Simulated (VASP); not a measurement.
A run of VASP 6.6.1:

File POSCAR:

```
KCl
1.0
    0.0000000000      3.1448471320      3.1448471320
    3.1448471320      0.0000000000      3.1448471320
    3.1448471320      3.1448471320      0.0000000000
K Cl
1 1
Direct
    0.0000000000      0.0000000000      0.0000000000
    0.5000000000      0.5000000000      0.5000000000
```

INCAR.step1

```
PREC = Accurate
ENCUT = 400
EDIFF = 1E-5
ISMEAR = 0
SIGMA = 0.01
LREAL = False
LASPH = True
NELM = 120
ALGO = Normal
ISIF = 2
LWAVE = True
LCHARG = False
GGA = PE
NBANDS = 15
GGA_COMPAT = False
```

The input INCAR.step2:

```
PREC = Accurate
ENCUT = 400
EDIFF = 1E-6
ISMEAR = 0
SIGMA = 0.01
LREAL = False
LASPH = True
NELM = 120
ALGO = Normal
ISIF = 2
LWAVE = False
LCHARG = False
GGA = PE
LHFCALC = True
HFSCREEN = 0.2079
PRECFOCK = Normal
ISTART = 1
NBANDS = 15
GGA_COMPAT = False
```

File KPOINTS:

```
Automatic mesh
0
Gamma
  4 4 4
```

Potentials or basis: VASP PAW PBE potentials, release 64 (K_sv, Cl).

Launch:

```sh
$ cat potpaw_PBE.64/K_sv/POTCAR potpaw_PBE.64/Cl/POTCAR > POTCAR
$ cp INCAR.step1 INCAR
$ mpirun -np 1 vasp_std > vasp.out
$ cp INCAR.step2 INCAR
$ mpirun -np 1 vasp_std > vasp.out
```

Hardware: 1 thread of Intel(R) Xeon(R) Platinum 8259CL CPU @ 2.50GHz (Skylake/Cascade Lake), with other jobs on the host.

Question: How long does it take, and how much memory?

Answer: Wall time 3.2 min on 1 thread of Intel(R) Xeon(R) Platinum 8259CL CPU @ 2.50GHz (Skylake/Cascade Lake) (shared host), peak memory 0.27 GiB. Counts: k points 8.
